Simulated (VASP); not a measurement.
# Ir (P6/mmm) in VASP: notebook

Ir is run at these levels: PBE; tasks: single point, relaxation of shape and atoms at fixed volume.

All numbers are computed with VASP 6.6.1; they aren't measurements. Logs are shortened: lines on timing, memory, paths and dates and some standing lists are left out, and cuts for length are marked.

## Step 1: The cell of the first run

It takes space group P6/mmm (No. 191, hexagonal). Conventional cell: a = 4.001 Å, b = 4.001 Å, c = 2.430 Å, α = 90.00°, β = 90.00°, γ = 120.00°. Ir (site symmetry 6/mmm) has 14 Ir at 2.43 to 2.61 Å within 3.2 Å. Ir (site symmetry -6m2) has 11 Ir at 2.31 to 2.61 Å within 3.1 Å.

This isn't the form of Ir at room conditions, which is fcc.

## Step 2: Single point, PBE (11.23 Å³/atom)

Contents of INCAR:

```
ALGO = Normal
EDIFF = 1E-6
ENCUT = 560
GGA = PE
GGA_COMPAT = False
ISIF = 2
ISMEAR = -1
LASPH = True
LCHARG = False
LREAL = False
LWAVE = False
NBANDS = 32
NELM = 120
PREC = Accurate
SIGMA = 0.08
```

Contents of KPOINTS:

```
k-points
0
Gamma
  8 8 11
```

Contents of POSCAR:

```
Ir
1.0
    4.0006431769      0.0000000000      0.0000000000
   -2.0003215885      3.4646586227      0.0000000000
    0.0000000000      0.0000000000      2.4297563453
Ir
3
Direct
    0.0000000000      0.0000000000      0.0000000000
    0.3333333333      0.6666666667      0.5000000000
    0.6666666667      0.3333333333      0.5000000000
```

Potentials or basis: VASP PAW PBE potentials, release 64 (Ir_sv_GW).

The run is started by

```
cat potpaw_PBE.64/Ir_sv_GW/POTCAR > POTCAR
mpirun -np 1 vasp_std > vasp.out
```

OUTCAR:

```text
EDIFF = 1E-6
   ENCUT = 560
   GGA = PE
   ISIF = 2
   ISMEAR = -1
   LASPH = True
   LREAL = False
   NELM = 120
   PREC = Accurate

 ion  position               nearest neighbor table
   1  0.000  0.000  0.000-   2 2.61   3 2.61   2 2.61   3 2.61   3 2.61   3 2.61   2 2.61   2 2.61
                             3 2.61   3 2.61   2 2.61   2 2.61
   2  0.333  0.667  0.500-   3 2.31   3 2.31   3 2.31   1 2.61   1 2.61   1 2.61   1 2.61   1 2.61
                             1 2.61
   3  0.667  0.333  0.500-   2 2.31   2 2.31   2 2.31   1 2.61   1 2.61   1 2.61   1 2.61   1 2.61
                             1 2.61

  LATTYP: Found a hexagonal cell.
 ALAT       =     4.0006431769
 C/A-ratio  =     0.6073414293

  Lattice vectors:

 A1 = (   4.0006431769,   0.0000000000,   0.0000000000)
 A2 = (  -2.0003215885,   3.4646586227,   0.0000000000)
 A3 = (   0.0000000000,   0.0000000000,   2.4297563453)

Analysis of symmetry for initial positions (statically):
=====================================================================
 Subroutine PRICEL returns:
 Original cell was already a primitive cell.

 Routine SETGRP: Setting up the symmetry group for a
 hexagonal supercell.

 Subroutine GETGRP returns: Found 24 space group operations
 (whereof 24 operations were pure point group operations)
 out of a pool of 24 trial point group operations.

The static configuration has the point symmetry D_6h.

Analysis of symmetry for dynamics (positions and initial velocities):
=====================================================================
 Subroutine PRICEL returns:
 Original cell was already a primitive cell.

 Routine SETGRP: Setting up the symmetry group for a
 hexagonal supercell.

 Subroutine GETGRP returns: Found 24 space group operations
 (whereof 24 operations were pure point group operations)
 out of a pool of 24 trial point group operations.

The dynamic configuration has the point symmetry D_6h.

 Subroutine INISYM returns: Found 24 space group operations
 (whereof 24 operations are pure point group operations),
 and found     1 'primitive' translations

----------------------------------------------------------------------------------------

                                     Primitive cell

  volume of cell :      33.6785

  direct lattice vectors                    reciprocal lattice vectors
     4.000643177  0.000000000  0.000000000     0.249959808  0.144314362  0.000000000
    -2.000321588  3.464658623  0.000000000     0.000000000  0.288628725  0.000000000
     0.000000000  0.000000000  2.429756345     0.000000000  0.000000000  0.411563901

  length of vectors
     4.000643177  4.000643177  2.429756345     0.288628725  0.288628725  0.411563901

  position of ions in fractional coordinates (direct lattice)
     0.000000000  0.000000000  0.000000000
     0.333333333  0.666666667  0.500000000
     0.666666667  0.333333333  0.500000000

  ion indices of the primitive-cell ions
   primitive index   ion index
                 1           1
                 2           2
                 3           3

----------------------------------------------------------------------------------------

 KPOINTS: k-points

Automatic generation of k-mesh.
 Grid dimensions read from file:
 generate k-points for:    8    8   11

 Generating k-lattice:

  Cartesian coordinates                     Fractional coordinates (reciprocal lattice)
     0.031244976  0.018039295  0.000000000     0.125000000  0.000000000  0.000000000
     0.000000000  0.036078591  0.000000000     0.000000000  0.125000000  0.000000000
     0.000000000  0.000000000  0.037414900     0.000000000  0.000000000  0.090909091

  Length of vectors
     0.036078591  0.036078591  0.037414900

  Shift w.r.t. Gamma in fractional coordinates (k-lattice)
     0.000000000  0.000000000  0.000000000

 Subroutine IBZKPT returns following result:
 ===========================================

 Found     60 irreducible k-points:

 Following reciprocal coordinates:
            Coordinates               Weight
  0.000000  0.000000  0.000000      1.000000
  0.125000  0.000000  0.000000      6.000000
  0.250000  0.000000  0.000000      6.000000
  0.375000  0.000000  0.000000      6.000000
  0.500000  0.000000  0.000000      3.000000
  0.125000  0.125000  0.000000      6.000000
[... 16 lines left out ...]
  0.250000  0.000000  0.181818     12.000000
  0.375000  0.000000  0.181818     12.000000
 [... further k-points ...]
   k-points           NKPTS =     60   k-points in BZ     NKDIM =     60   number of bands    NBANDS=     32
   number of dos      NEDOS =    301   number of ions     NIONS =      3
   total plane-waves  NPLWV =  20480
   dimension x,y,z NGX =    32 NGY =   32 NGZ =   20
   dimension x,y,z NGXF=    64 NGYF=   64 NGZF=   40
   ions per type =               3
   NGX,Y,Z   is equivalent  to a cutoff of  13.30, 13.30, 13.68 a.u.
   NGXF,Y,Z  is equivalent  to a cutoff of  26.60, 26.60, 27.37 a.u.
 SYSTEM =  unknown system
   PREC   = accura    normal or accurate (medium, high low for compatibility)
   ISTART =      0    job   : 0-new  1-cont  2-samecut
   ICHARG =      2    charge: 1-file 2-atom 10-const
   ISPIN  =      1    spin polarized calculation?
   LNONCOLLINEAR =      F non collinear calculations
   LSORBIT =      F    spin-orbit coupling
   LASPH  =      T    aspherical Exc in radial PAW
   ENCUT  =  560.0 eV  41.16 Ry    6.42 a.u.   7.72  7.72  4.69*2*pi/ulx,y,z
   NELM   =    120;   NELMIN=  2; NELMDL= -5     # of ELM steps
   EDIFF  = 0.1E-05   stopping-criterion for ELM
   LREAL  =      F    real-space projection
   EDIFFG = 0.1E-04   stopping-criterion for IOM
   NSW    =      0    number of steps for IOM
   IBRION =     -1    ionic relax: 0-MD 1-quasi-New 2-CG
   NFREE  =      0    steps in history (QN), initial steepest desc. (CG)
   ISIF   =      2    stress and relaxation
   ISYM   =      2    0-nonsym 1-usesym 2-fastsym
   POTIM  = 0.5000    time-step for ionic-motion
   TEBEG  =    0.0;   TEEND  =   0.0 temperature during run
   PSTRESS=    0.0 pullay stress
   NELECT =      51.0000    total number of electrons
   NUPDOWN=      -1.0000    fix difference up-down
   EMIN   =  10.00;   EMAX   =-10.00  energy-range for DOS
   EFERMI =   0.00;   METHOD = LEGACY
   ISMEAR =    -1;   SIGMA  =   0.08  broadening in eV -4-tet -1-fermi 0-gaus
   EFERMI_NEDOS =   21; number of points for ismear=-14 and -15
   IALGO  =     38    algorithm
   IMIX   =      4    mixing-type and parameters
     AMIX     =   0.40;   BMIX     =  1.00
     AMIX_MAG =   1.60;   BMIX_MAG =  1.00
  volume/ion in A,a.u.               =      11.23        75.76
  Fermi-wavevector in a.u.,A,eV,Ry     =   1.879954  3.552598 48.086079  3.534227
  Thomas-Fermi vector in A             =   2.923664
   LORBIT       =      0    0 simple, 1 ext, 2 COOP (PROOUT), +10 PAW based schemes
   GGA     = PE    functional components
   LHFCALC =     F    Hartree Fock is set to
   AEXX    =    0.0000 exact exchange contribution
   IVDW    =     0    specifies the selected vdW correction
   LEPSILON=     F    determine dielectric tensor
   LRPA    =     F    only Hartree local field effects (RPA)
 non-spin polarized calculation
  energy-cutoff  :      560.00
  volume of cell :       33.68
 maximum number of plane-waves:      1042
 NGX is ok and might be reduce to    32
   NGX = 15   NGY = 15   NGZ =  9

 number of electron      51.0000000 magnetization

 Free energy of the ion-electron system (eV)
  ---------------------------------------------------
  ext. energy  EPLUGINS =         0.00000000
  ---------------------------------------------------
  free energy    TOTEN  =       -22.33409748 eV

  energy without entropy =      -22.26756883  energy(sigma->0) =      -22.30083315

 E-fermi :  17.9352     XC(G=0): -16.0787

 val. band max:       17.9262206747   @ k =   0.1250   0.0000   0.4545
 cond. band min:      17.9442242855   @ k =   0.3750   0.2500   0.2727
 fundamental gap:      0.0180036107
 Fermi energy:        17.9352185368

 k-point     1 :       0.0000    0.0000    0.0000
  band No.  band energies     occupation
      1     -75.8783      2.00000
      2     -75.6053      2.00000
      3     -75.5801      2.00000
      4     -33.5054      2.00000
      5     -33.5054      2.00000
      6     -32.8824      2.00000
[... 24 lines left out ...]
     31      28.4366      0.00000
     32      28.4369      0.00000

 k-point     2 :       0.1250    0.0000    0.0000
  band No.  band energies     occupation
      1     -75.8667      2.00000
      2     -75.6083      2.00000
      3     -75.5901      2.00000
      4     -33.5745      2.00000
      5     -33.5207      2.00000
      6     -32.7942      2.00000
[... 24 lines left out ...]
     31      26.6098      0.00000
     32      27.5499      0.00000

 k-point     3 :       0.2500    0.0000    0.0000
  band No.  band energies     occupation
      1     -75.8356      2.00000
      2     -75.6209      2.00000
      3     -75.6101      2.00000
      4     -33.6982      2.00000
      5     -33.4874      2.00000
      6     -32.6131      2.00000
[... 24 lines left out ...]
     31      27.3531      0.00000
     32      29.0030      0.00000

 k-point     4 :       0.3750    0.0000    0.0000
  band No.  band energies     occupation
      1     -75.7920      2.00000
      2     -75.6584      2.00000
      3     -75.6170      2.00000
      4     -33.7931      2.00000
      5     -33.3439      2.00000
      6     -32.5806      2.00000
[... 654 lines left out ...]
     31      27.2820      0.00000
     32      28.3086      0.00000

 k-point    23 :       0.2500    0.0000    0.1818
  band No.  band energies     occupation
      1     -75.8021      2.00000
      2     -75.5953      2.00000
      3     -75.5857      2.00000
      4     -33.6161      2.00000
      5     -33.4249      2.00000
      6     -32.6496      2.00000
[... 24 lines left out ...]
     31      27.0088      0.00000
     32      29.6652      0.00000

 k-point    24 :       0.3750    0.0000    0.1818
  band No.  band energies     occupation
      1     -75.7612      2.00000
      2     -75.6296      2.00000
      3     -75.5929      2.00000
      4     -33.6986      2.00000
      5     -33.3144      2.00000
      6     -32.6682      2.00000
[... 24 lines left out ...]
     31      27.7991      0.00000
     32      32.2795      0.00000

 [... further k-points ...]

------------------------ aborting loop because EDIFF is reached ----------------------------------------

  FORCE on cell =-STRESS in cart. coord.  units (eV):
  Direction    XX          YY          ZZ          XY          YZ          ZX
  --------------------------------------------------------------------------------------
  -------------------------------------------------------------------------------------
  Total       38.9878806     38.9878806     38.9831080     -0.0000000     -0.0000000      0.0000000
  in kB     1854.7578507   1854.7578507   1854.5308046     -0.0000000     -0.0000000      0.0000000
  external PRESSURE =    1854.6821687 kB  Pullay stress =       0.0000000 kB

 VOLUME and BASIS-vectors are now :
 -----------------------------------------------------------------------------
  energy-cutoff  :      560.00
  volume of cell :       33.68
      direct lattice vectors                 reciprocal lattice vectors
     4.000643177  0.000000000  0.000000000     0.249959808  0.144314362  0.000000000
    -2.000321588  3.464658623  0.000000000     0.000000000  0.288628725  0.000000000
     0.000000000  0.000000000  2.429756345     0.000000000  0.000000000  0.411563901

 POSITION                                       TOTAL-FORCE (eV/Angst)
 -----------------------------------------------------------------------------------
      0.00000      0.00000      0.00000         0.000000      0.000000      0.000000
     -0.00000      2.30977      1.21488        -0.000000      0.000000      0.000000
      2.00032      1.15489      1.21488         0.000000      0.000000      0.000000
 -----------------------------------------------------------------------------------
    total drift:                               -0.000000      0.000000      0.000000

  FREE ENERGIE OF THE ION-ELECTRON SYSTEM (eV)
  ---------------------------------------------------
  free  energy   TOTEN  =       -22.3340974795 eV

  energy  without entropy=      -22.2675688291  energy(sigma->0) =      -22.30083315
```

It took 39 s on 1 thread of Intel Xeon Platinum 8488C (Sapphire Rapids), shared host; peak memory 0.19 GiB.

Results:

* Free energy: -22.3341 eV
* Pressure: 185.5 GPa
* Band gap on the k mesh: zero (an odd number of electrons rules out a gap without spin polarisation)

Levels at points of the mesh, in eV from the Fermi level:
| k point | band 22 | band 23 | band 24 | band 25 | band 26 | band 27 | band 28 | band 29 | band 30 | band 31 |
| --- | --- | --- | --- | --- | --- | --- | --- | --- | --- | --- |
| (0.00, 0.00, 0.00) | -4.58 | -2.97 | -2.97 | -2.91 | -2.91 | 1.93 | 1.93 | 7.87 | 9.19 | 10.50 |
| (0.50, 0.00, 0.00) | -2.57 | -2.54 | -0.81 | -0.69 | 0.35 | 0.46 | 0.48 | 0.56 | 1.96 | 10.70 |

Caveat: the cell stands under pressure; spin-orbit coupling is left out, which moves the levels of the heavy elements.

(Continued in part 2 of 2.)

The gap in the log of VASP goes by the Fermi energy; the results here count the filled bands.